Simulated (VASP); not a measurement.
# Ca (Fm-3m) in VASP: single point with PBEsol

Aim: the single point of Ca with PBEsol.

Everything below comes from runs of VASP 6.6.1. Logs are shortened: lines on timing, memory, paths and dates and some standing lists are left out, and cuts for length are marked.

## (1) The cell of the first run

The structure is cubic, space group Fm-3m (No. 225). Conventional cell: a = 5.458 Å, b = 5.458 Å, c = 5.458 Å, α = 90.00°, β = 90.00°, γ = 90.00°. Within 5.1 Å of Ca (site symmetry m-3m) lie 12 Ca at 3.86 Å.

## (2) Single point, PBEsol

Contents of INCAR:

```
  ALGO = Normal
  EDIFF = 1E-6
  ENCUT = 520
  GGA = PS
  ISIF = 2
  ISMEAR = 0
  LASPH = T
  LCHARG = T
  LELF = T
  LREAL = F
  LVHAR = T
  LWAVE = F
  NBANDS = 11
  NELM = 100
  PREC = Accurate
  SIGMA = 0.05
```

Contents of KPOINTS:

```
k-points
0
Gamma
  14 14 14
```

Contents of POSCAR:

```
Ca
1.0
    0.0000000000      2.7291732535      2.7291732535
    2.7291732535      0.0000000000      2.7291732535
    2.7291732535      2.7291732535      0.0000000000
Ca
1
Direct
    0.0000000000      0.0000000000      0.0000000000
```

Potentials or basis: VASP PAW PBE potentials, release 64 (Ca_sv).

On the command line:

```sh
> cat potpaw_PBE.64/Ca_sv/POTCAR > POTCAR
> mpirun -np 1 vasp_std > vasp.out
```

OUTCAR:

```text
EDIFF = 1E-6
   ENCUT = 520
   GGA = PS
   ISIF = 2
   ISMEAR = 0
   LASPH = T
   LREAL = F
   NELM = 100
   PREC = Accurate

 ion  position               nearest neighbor table
   1  0.000  0.000  0.000-

  LATTYP: Found a face centered cubic cell.
 ALAT       =     5.4583465070

  Lattice vectors:

 A1 = (   0.0000000000,   2.7291732535,   2.7291732535)
 A2 = (   2.7291732535,   0.0000000000,   2.7291732535)
 A3 = (   2.7291732535,   2.7291732535,   0.0000000000)

Analysis of symmetry for initial positions (statically):
=====================================================================
 Subroutine PRICEL returns:
 Original cell was already a primitive cell.

 Routine SETGRP: Setting up the symmetry group for a
 face centered cubic supercell.

 Subroutine GETGRP returns: Found 48 space group operations
 (whereof 48 operations were pure point group operations)
 out of a pool of 48 trial point group operations.

The static configuration has the point symmetry O_h .

Analysis of symmetry for dynamics (positions and initial velocities):
=====================================================================
 Subroutine PRICEL returns:
 Original cell was already a primitive cell.

 Routine SETGRP: Setting up the symmetry group for a
 face centered cubic supercell.

 Subroutine GETGRP returns: Found 48 space group operations
 (whereof 48 operations were pure point group operations)
 out of a pool of 48 trial point group operations.

The dynamic configuration has the point symmetry O_h .

 Subroutine INISYM returns: Found 48 space group operations
 (whereof 48 operations are pure point group operations),
 and found     1 'primitive' translations

----------------------------------------------------------------------------------------

                                     Primitive cell

  volume of cell :      40.6559

  direct lattice vectors                    reciprocal lattice vectors
     0.000000000  2.729173253  2.729173253    -0.183205665  0.183205665  0.183205665
     2.729173253  0.000000000  2.729173253     0.183205665 -0.183205665  0.183205665
     2.729173253  2.729173253  0.000000000     0.183205665  0.183205665 -0.183205665

  length of vectors
     3.859633829  3.859633829  3.859633829     0.317321520  0.317321520  0.317321520

  position of ions in fractional coordinates (direct lattice)
     0.000000000  0.000000000  0.000000000

  ion indices of the primitive-cell ions
   primitive index   ion index
                 1           1

----------------------------------------------------------------------------------------

 KPOINTS: k-points

Automatic generation of k-mesh.
 Grid dimensions read from file:
 generate k-points for:   14   14   14

 Generating k-lattice:

  Cartesian coordinates                     Fractional coordinates (reciprocal lattice)
    -0.013086119  0.013086119  0.013086119     0.071428571  0.000000000  0.000000000
     0.013086119 -0.013086119  0.013086119     0.000000000  0.071428571  0.000000000
     0.013086119  0.013086119 -0.013086119     0.000000000  0.000000000  0.071428571

  Length of vectors
     0.022665823  0.022665823  0.022665823

  Shift w.r.t. Gamma in fractional coordinates (k-lattice)
     0.000000000  0.000000000  0.000000000

 Subroutine IBZKPT returns following result:
 ===========================================

 Found    104 irreducible k-points:

 Following reciprocal coordinates:
            Coordinates               Weight
  0.000000  0.000000  0.000000      1.000000
  0.071429  0.000000  0.000000      8.000000
  0.142857  0.000000  0.000000      8.000000
  0.214286  0.000000  0.000000      8.000000
  0.285714  0.000000  0.000000      8.000000
  0.357143  0.000000  0.000000      8.000000
[... 16 lines left out ...]
  0.214286  0.142857  0.000000     24.000000
  0.285714  0.142857  0.000000     24.000000
 [... further k-points ...]
   k-points           NKPTS =    104   k-points in BZ     NKDIM =    104   number of bands    NBANDS=     11
   number of dos      NEDOS =    301   number of ions     NIONS =      1
   total plane-waves  NPLWV =  27000
   dimension x,y,z NGX =    30 NGY =   30 NGZ =   30
   dimension x,y,z NGXF=    60 NGYF=   60 NGZF=   60
   ions per type =               1
   NGX,Y,Z   is equivalent  to a cutoff of  12.92, 12.92, 12.92 a.u.
   NGXF,Y,Z  is equivalent  to a cutoff of  25.84, 25.84, 25.84 a.u.
 SYSTEM =  unknown system
   PREC   = accura    normal or accurate (medium, high low for compatibility)
   ISTART =      0    job   : 0-new  1-cont  2-samecut
   ICHARG =      2    charge: 1-file 2-atom 10-const
   ISPIN  =      1    spin polarized calculation?
   LNONCOLLINEAR =      F non collinear calculations
   LSORBIT =      F    spin-orbit coupling
   LASPH  =      T    aspherical Exc in radial PAW
   ENCUT  =  520.0 eV  38.22 Ry    6.18 a.u.   7.18  7.18  7.18*2*pi/ulx,y,z
   NELM   =    100;   NELMIN=  2; NELMDL= -5     # of ELM steps
   EDIFF  = 0.1E-05   stopping-criterion for ELM
   LREAL  =      F    real-space projection
   EDIFFG = 0.1E-04   stopping-criterion for IOM
   NSW    =      0    number of steps for IOM
   IBRION =     -1    ionic relax: 0-MD 1-quasi-New 2-CG
   NFREE  =      0    steps in history (QN), initial steepest desc. (CG)
   ISIF   =      2    stress and relaxation
   ISYM   =      2    0-nonsym 1-usesym 2-fastsym
   POTIM  = 0.5000    time-step for ionic-motion
   TEBEG  =    0.0;   TEEND  =   0.0 temperature during run
   PSTRESS=    0.0 pullay stress
   NELECT =      10.0000    total number of electrons
   NUPDOWN=      -1.0000    fix difference up-down
   EMIN   =  10.00;   EMAX   =-10.00  energy-range for DOS
   EFERMI =   0.00;   METHOD = LEGACY
   ISMEAR =     0;   SIGMA  =   0.05  broadening in eV -4-tet -1-fermi 0-gaus
   EFERMI_NEDOS =   21; number of points for ismear=-14 and -15
   IALGO  =     38    algorithm
   IMIX   =      4    mixing-type and parameters
     AMIX     =   0.40;   BMIX     =  1.00
     AMIX_MAG =   1.60;   BMIX_MAG =  1.00
  volume/ion in A,a.u.               =      40.66       274.36
  Fermi-wavevector in a.u.,A,eV,Ry     =   1.025732  1.938352 14.315033  1.052125
  Thomas-Fermi vector in A             =   2.159587
   LORBIT       =      0    0 simple, 1 ext, 2 COOP (PROOUT), +10 PAW based schemes
   GGA     = PS    functional components
   LHFCALC =     F    Hartree Fock is set to
   AEXX    =    0.0000 exact exchange contribution
   IVDW    =     0    specifies the selected vdW correction
   LEPSILON=     F    determine dielectric tensor
   LRPA    =     F    only Hartree local field effects (RPA)
 non-spin polarized calculation
 Gauss-broadening in eV      SIGMA  =   0.05
  energy-cutoff  :      520.00
  volume of cell :       40.66
 maximum number of plane-waves:      1113
 NGX is ok and might be reduce to    30
   NGX = 15   NGY = 15   NGZ = 15

 number of electron      10.0000002 magnetization

 Free energy of the ion-electron system (eV)
  ---------------------------------------------------
  ext. energy  EPLUGINS =         0.00000000
  ---------------------------------------------------
  free energy    TOTEN  =        -2.13461485 eV

  energy without entropy =       -2.13257886  energy(sigma->0) =       -2.13359686

 E-fermi :   2.0213     XC(G=0):  -7.9297

 val. band max:        2.0061391444   @ k =  -0.4286   0.1429   0.0000
 cond. band min:       2.0278791698   @ k =  -0.4286   0.2143   0.0714
 fundamental gap:      0.0217400254
 Fermi energy:         2.0213452778

 k-point     1 :       0.0000    0.0000    0.0000
  band No.  band energies     occupation
      1     -39.7191      2.00000
      2     -20.7058      2.00000
      3     -20.7058      2.00000
      4     -20.7058      2.00000
      5      -2.0627      2.00000
      6       4.4121      0.00000
      7       4.4121      0.00000
      8       4.4121      0.00000
      9       5.5394      0.00000
     10       5.5394      0.00000
     11      11.3279      0.00000

 k-point     2 :       0.0714    0.0000    0.0000
  band No.  band energies     occupation
      1     -39.7183      2.00000
      2     -20.7140      2.00000
      3     -20.7069      2.00000
      4     -20.7069      2.00000
      5      -1.9724      2.00000
      6       4.3131      0.00000
      7       4.4475      0.00000
      8       4.4475      0.00000
      9       5.5080      0.00000
     10       5.5080      0.00000
     11      11.4469      0.00000

 k-point     3 :       0.1429    0.0000    0.0000
  band No.  band energies     occupation
      1     -39.7160      2.00000
      2     -20.7367      2.00000
      3     -20.7100      2.00000
      4     -20.7100      2.00000
      5      -1.7060      2.00000
      6       4.0468      0.00000
      7       4.5280      0.00000
      8       4.5280      0.00000
      9       5.4512      0.00000
     10       5.4512      0.00000
     11      11.3533      0.00000

 k-point     4 :       0.2143    0.0000    0.0000
  band No.  band energies     occupation
      1     -39.7126      2.00000
      2     -20.7694      2.00000
      3     -20.7145      2.00000
      4     -20.7145      2.00000
      5      -1.2786      2.00000
      6       3.6748      0.00000
      7       4.5713      0.00000
      8       4.5713      0.00000
      9       5.4757      0.00000
     10       5.4757      0.00000
     11      10.2373      0.00000
[... 239 lines left out ...]
 k-point    22 :       0.1429    0.1429    0.0000
  band No.  band energies     occupation
      1     -39.7149      2.00000
      2     -20.7358      2.00000
      3     -20.7169      2.00000
      4     -20.7169      2.00000
      5      -1.5887      2.00000
      6       3.9595      0.00000
      7       4.6086      0.00000
      8       4.6086      0.00000
      9       5.0686      0.00000
     10       5.6640      0.00000
     11      11.9112      0.00000

 k-point    23 :       0.2143    0.1429    0.0000
  band No.  band energies     occupation
      1     -39.7125      2.00000
      2     -20.7570      2.00000
      3     -20.7225      2.00000
      4     -20.7211      2.00000
      5      -1.2753      2.00000
      6       3.7207      0.00000
      7       4.6175      0.00000
      8       4.7057      0.00000
      9       4.9678      0.00000
     10       5.7279      0.00000
     11      11.2234      0.00000

 k-point    24 :       0.2857    0.1429    0.0000
  band No.  band energies     occupation
      1     -39.7092      2.00000
      2     -20.7863      2.00000
      3     -20.7280      2.00000
      4     -20.7263      2.00000
      5      -0.8119      2.00000
      6       3.4152      0.00000
      7       4.3815      0.00000
      8       4.7424      0.00000
      9       5.1970      0.00000
     10       5.8553      0.00000
     11      10.0138      0.00000

 [... further k-points ...]
[... 5 lines left out ...]
  --------------------------------------------------------------------------------------
  -------------------------------------------------------------------------------------
  Total       -0.0107516     -0.0107516     -0.0107516     -0.0000000     -0.0000000      0.0000000
  in kB       -0.4237001     -0.4237001     -0.4237001     -0.0000000     -0.0000000      0.0000000
  external PRESSURE =      -0.4237001 kB  Pullay stress =       0.0000000 kB

 VOLUME and BASIS-vectors are now :
 -----------------------------------------------------------------------------
  energy-cutoff  :      520.00
  volume of cell :       40.66
      direct lattice vectors                 reciprocal lattice vectors
     0.000000000  2.729173253  2.729173253    -0.183205665  0.183205665  0.183205665
     2.729173253  0.000000000  2.729173253     0.183205665 -0.183205665  0.183205665
     2.729173253  2.729173253  0.000000000     0.183205665  0.183205665 -0.183205665

 POSITION                                       TOTAL-FORCE (eV/Angst)
 -----------------------------------------------------------------------------------
      0.00000      0.00000      0.00000        -0.000000     -0.000000      0.000000
 -----------------------------------------------------------------------------------
    total drift:                               -0.000000     -0.000000     -0.000000

  FREE ENERGIE OF THE ION-ELECTRON SYSTEM (eV)
  ---------------------------------------------------
  free  energy   TOTEN  =        -2.1346148545 eV

  energy  without entropy=       -2.1325788596  energy(sigma->0) =       -2.13359686
```

It took 24 s on 1 thread of AMD EPYC 9R14 (Zen 4), shared host; peak memory 0.16 GiB.

Results:

- Free energy: -2.1346 eV
- Pressure: 0.0 GPa
- Band gap on the k mesh: zero (band 5 reaches 2.17 eV, above the bottom of band 6 at 1.91 eV)

Levels at points of the mesh, in eV from the Fermi level:
| k point | band 2 | band 3 | band 4 | band 5 | band 6 | band 7 | band 8 | band 9 |
| --- | --- | --- | --- | --- | --- | --- | --- | --- |
| (0.00, 0.00, 0.00) | -22.73 | -22.73 | -22.73 | -4.08 | 2.39 | 2.39 | 2.39 | 3.52 |
| (0.50, 0.00, 0.00) | -22.89 | -22.75 | -22.75 | -1.00 | -0.11 | 2.27 | 2.27 | 4.24 |
| (0.50, 0.50, 0.00) | -22.88 | -22.79 | -22.79 | -0.48 | 0.56 | 1.05 | 4.24 | 4.43 |

Caveat: the PAW data sets were made with another functional, which shifts forces and pressure a little.
